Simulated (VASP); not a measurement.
Here is a VASP 6.6.1 calculation.

File INCAR:

```
SYSTEM = Pt
ALGO = Fast
EDIFF = 1E-6
ENCUT = 520
ISIF = 2
ISMEAR = 0
LASPH = .True.
LCHARG = .False.
LREAL = .False.
LWAVE = .False.
NBANDS = 11
NELM = 100
PREC = Accurate
SIGMA = 0.15
```

KPOINTS

```
k-points
0
Gamma
  22 22 22
  0 0 0
```

File POSCAR:

```
Pt
1.0
    0.0000000000      2.0926829741      1.6343854028
    2.0926829741      0.0000000000      1.6343854028
    2.0926829741      2.0926829741      0.0000000000
Pt
1
Direct
    0.0000000000      0.0000000000      0.0000000000
```

Potentials or basis: VASP PAW LDA potentials, release 64 (Pt).

The run is started by

```console
$ cat potpaw_LDA.64/Pt/POTCAR > POTCAR
$ mpirun -np 1 vasp_std > vasp.out
```

(1) Estimate the band gap on the k mesh.

(2) Estimate the pressure.

Results:

(1) zero (bands 5 and 6 overlap by 2.41 eV).

(2) 14.0 GPa.

Caveat: the cell stands under pressure; spin-orbit coupling is left out, which moves the levels of the heavy elements.
